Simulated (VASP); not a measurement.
Ti3Sn: vibrations by perturbation theory with PBEsol

Crystal: Ti3Sn.

```xyz
4
Lattice="0.0000 3.3052 3.3052 3.3052 0.0000 3.3052 3.3052 3.3052 0.0000" Properties=species:S:1:pos:R:3 pbc="T T T"
Ti    4.9578    4.9578    4.9578
Ti    1.6526    1.6526    1.6526
Ti    0.0000    0.0000    0.0000
Sn    3.3052    3.3052    3.3052
```

| Property | Result |
| --- | --- |
| Program | VASP 6.6.1 |
| Task | vibrations by perturbation theory |
| Functional | PBEsol |
| Potentials or basis | VASP PAW PBE potentials, release 64 (Ti_sv, Sn_d) |
| Cutoff | 520 eV |
| k mesh | 7 × 7 × 7 |
| Occupations | methfessel-paxton, width 0.15 eV |
| Spin | no spin polarisation |
| Dipole correction | no |
| Further INCAR settings | ALGO = Normal; EDIFF = 1e-08; NBANDS = 33; IBRION = 8; NSW = 1 |

```json
{
 "Highest phonon frequency at Γ": "232 cm⁻¹"
}
```

Phonon frequencies in cm⁻¹ (negative: imaginary):
```csv
q point,frequencies
"(0.000, 0.000, 0.000)",-1 -1 -1 142 142 142 151 151 151 232 232 232
```

It took 8.6 min on 1 thread of Intel(R) Xeon(R) 6975P-C (Granite Rapids), on a shared host, peak memory 0.46 GiB.

Caveat: the cell stands under pressure or tension, which shifts response properties.
